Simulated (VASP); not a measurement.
**BN: single point with r2SCAN**

Crystal: BN.

```
CELL_PARAMETERS angstrom
2.54395 0.05380 0.00000
-1.22538 2.17622 0.00000
0.00000 0.00000 4.20782
ATOMIC_POSITIONS crystal
B 0.33429 0.66689 0.00026
B 0.66571 0.33311 0.50026
N 0.33043 0.66706 0.37474
N 0.66957 0.33294 0.87474
```

This cell differs from its parent crystal: shear xy strain +4.2%.

```
Program             : VASP 6.6.1
Task                : single point
Functional          : r2SCAN
Potentials or basis : VASP PAW PBE potentials, release 64 (B, N)
Cutoff              : 520 eV
k mesh              : 12 × 12 × 6
Occupations         : gaussian, width 0.01 eV
Spin                : no spin polarisation
```

- Pressure: 1.6 GPa
- Largest force: 0.008 eV/Å
- Band gap on the k mesh: 5.55 eV (least direct gap 8.37 eV)

Forces in eV/Å, atoms in the order of the input:
```
B   -0.008  0.000  0.003
B    0.008  0.000  0.003
N   -0.008  0.000 -0.003
N    0.008  0.000 -0.003
```

Stress tensor (GPa, compression positive):
```
  1.47 -17.84   0.00
-17.84   2.35   0.00
  0.00   0.00   0.99
```

Levels at points of the mesh, in eV from the valence-band top:
```tsv
k point	band 6	band 7	band 8	band 9	band 10	band 11
(0.00, 0.00, 0.00)	-0.44	-0.31	0.00	8.37	9.09	9.15
(0.50, 0.00, 0.00)	-4.95	-4.73	-1.99	7.86	8.62	11.59
(0.00, 0.50, 0.00)	-5.38	-4.67	-2.34	7.15	8.45	11.18
(0.50, 0.50, 0.00)	-5.78	-4.64	-2.71	6.45	8.20	10.82
(0.00, 0.00, 0.50)	-1.56	-1.20	-1.20	9.56	9.56	10.47
(0.50, 0.00, 0.50)	-3.98	-3.66	-3.66	7.30	7.30	10.80
(0.00, 0.50, 0.50)	-4.15	-3.81	-3.81	7.04	7.04	10.56
(0.50, 0.50, 0.50)	-4.49	-3.82	-3.82	6.68	6.68	10.44
```

Wall time 2.5 min on 1 thread of AMD EPYC 9R45 (Zen 5) (shared host), peak memory 0.17 GiB.

Caveat: the cell differs from its parent crystal (shear xy strain +4.2%); the PAW data sets were made with another functional, which shifts forces and pressure a little. A k mesh can miss the band edges.
